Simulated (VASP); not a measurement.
# TiN: electric field gradients with PBE

Crystal: TiN.

```xyz
2
Lattice="0.0000 2.1636 2.1636 2.1636 0.0000 2.1636 2.1636 2.1636 0.0000" Properties=species:S:1:pos:R:3 pbc="T T T"
Ti    0.0000    0.0000    0.0000
N     2.1636    2.1636    2.1636
```

This cell differs from its parent crystal: volume scaled by 1.06.

```
Program                : VASP 6.6.1
Task                   : electric field gradients
Functional             : PBE
Potentials or basis    : VASP PAW PBE potentials, release 64 (Ti_sv, N)
Cutoff                 : 520 eV
k mesh                 : 13 × 13 × 13
Occupations            : fermi-dirac, width 0.05 eV
Spin                   : no spin polarisation
Dipole correction      : no
Further INCAR settings : ALGO = Normal; EDIFF = 1e-08; NBANDS = 16
```

```json
{
 "Pressure": "-13.4 GPa"
}
```

Levels at points of the mesh, in eV from the Fermi level:
```
           k point  band 5  band 6  band 7  band 8  band 9  band 10  band 11  band 12  band 13  band 14
(0.00, 0.00, 0.00)  -16.75   -1.98   -1.98   -1.98   -0.59    -0.59    -0.59     0.50     0.50     4.73
```

Wall time 22 s on 1 thread of AMD EPYC 9R45 96-Core Processor (Zen 5), with other jobs on the host, peak memory 0.13 GiB.

Caveat: without QUAD_EFG the Cq values of the log hold for a quadrupole moment of 1 mb, not for the nuclei.
